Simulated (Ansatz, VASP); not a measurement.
**One calculation of Ti, two programs**

```
Ti
1.0
     2.93908    0.00000    0.00000
    -1.46954    2.54531    0.00000
     0.00000    0.00000    4.65599
Ti
2
Cartesian
  0.0000 1.6969 1.1640
  1.4695 0.8484 3.4920
```

Alike in both runs: task single point; functional PBE; k mesh 12 × 12 × 7; occupations methfessel-paxton of order 1, width 0.03 eV; no spin polarisation.

|  | VASP | Ansatz |
| --- | --- | --- |
| version | VASP 6.6.1 | Ansatz 0.2.0 |
| potentials or method | VASP PAW PBE potentials, release 64 (Ti_sv), cutoff 520 eV | plane waves (420 eV) with PAW, scalar-relativistic |
| valence electrons in the cell | 24 | 24 |

|  | VASP | Ansatz | Ansatz less VASP |
| --- | --- | --- | --- |
| pressure (GPa) | -0.4 | -0.1 | +0.27 |

With one functional, cell and mesh, what is left measures potentials, basis and numerics.
